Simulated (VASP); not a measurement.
**TiO2: electric field gradients with PBE**

Crystal: TiO2.

```
Ti O
1.0
     4.51500    0.00000    0.00000
     0.00000    5.49700    0.00000
     0.00000    0.00000    4.98839
Ti O
4 8
Direct
  0.00000 0.17453 0.25000
  0.50000 0.32547 0.75000
  0.00000 0.82547 0.75000
  0.50000 0.67453 0.25000
  0.27040 0.38191 0.41969
  0.22960 0.11809 0.91969
  0.77040 0.11809 0.58031
  0.72960 0.38191 0.08031
  0.72960 0.61809 0.58031
  0.77040 0.88191 0.08031
  0.22960 0.88191 0.41969
  0.27040 0.61809 0.91969
```

This cell differs from its parent crystal: z stretched by +1 %.

```
Program                : VASP 6.6.1
Task                   : electric field gradients
Functional             : PBE
Potentials or basis    : VASP PAW PBE potentials, release 64 (Ti_sv, O)
Cutoff                 : 520 eV
k mesh                 : 5 × 4 × 4
Occupations            : fermi-dirac, width 0.02 eV
Spin                   : no spin polarisation
Dipole correction      : no
Further INCAR settings : ALGO = Normal; EDIFF = 1e-08; NBANDS = 60
```

```json
{
  "Pressure": "3.3 GPa",
  "Largest force": "0.052 eV/Å",
  "Band gap on the k mesh": "2.56 eV (least direct gap 2.56 eV)",
  "Largest electric field gradient by atom": "Ti -24.9; O -26.6 V/Å²"
}
```

Forces on the atoms (eV/Å):
```
Ti   0.000 -0.052  0.000
Ti   0.000  0.052  0.000
Ti   0.000  0.052  0.000
Ti   0.000 -0.052  0.000
O    0.025 -0.021  0.022
O   -0.025  0.021  0.022
O    0.025  0.021 -0.022
O   -0.025 -0.021 -0.022
O   -0.025  0.021 -0.022
O    0.025 -0.021 -0.022
O   -0.025 -0.021  0.022
O    0.025  0.021  0.022
```

Stress tensor (GPa, compression positive):
```
 5.05  0.00  0.00
 0.00  5.07  0.00
 0.00  0.00 -0.24
```

Levels at points of the mesh, in eV from the valence-band top:
```csv
k point,band 46,band 47,band 48,band 49,band 50,band 51
"(0.00, 0.00, 0.00)",-0.50,-0.08,0.00,2.56,2.65,2.74
"(0.00, 0.50, 0.00)",-1.25,-0.18,-0.18,2.67,2.67,3.11
"(0.00, 0.00, 0.50)",-0.46,-0.35,-0.35,2.56,2.56,2.96
"(0.00, 0.50, 0.50)",-0.50,-0.50,-0.50,2.84,2.84,2.84
```

Electric field gradients, principal values (V/Å²):
```
atom  least  middle  greatest (by size)
1 Ti  1.745  23.187             -24.932
2 Ti  1.745  23.187             -24.932
3 Ti  1.745  23.187             -24.932
4 Ti  1.745  23.187             -24.932
 5 O  8.028  18.548             -26.577
 6 O  8.028  18.548             -26.577
 7 O  8.028  18.548             -26.577
 8 O  8.028  18.548             -26.577
 9 O  8.028  18.548             -26.577
10 O  8.028  18.548             -26.577
11 O  8.028  18.548             -26.577
12 O  8.028  18.548             -26.577
```

Run time: 4.2 min on 1 thread of Intel(R) Xeon(R) Platinum 8175M CPU @ 2.50GHz (Skylake/Cascade Lake), on a shared host, peak memory 0.3 GiB.

Caveat: the cell differs from its parent crystal (z stretched by +1 %); the stress differs along the axes, from -0 to 5 GPa; without QUAD_EFG the Cq values of the log hold for a quadrupole moment of 1 mb, not for the nuclei. A k mesh can miss the band edges.
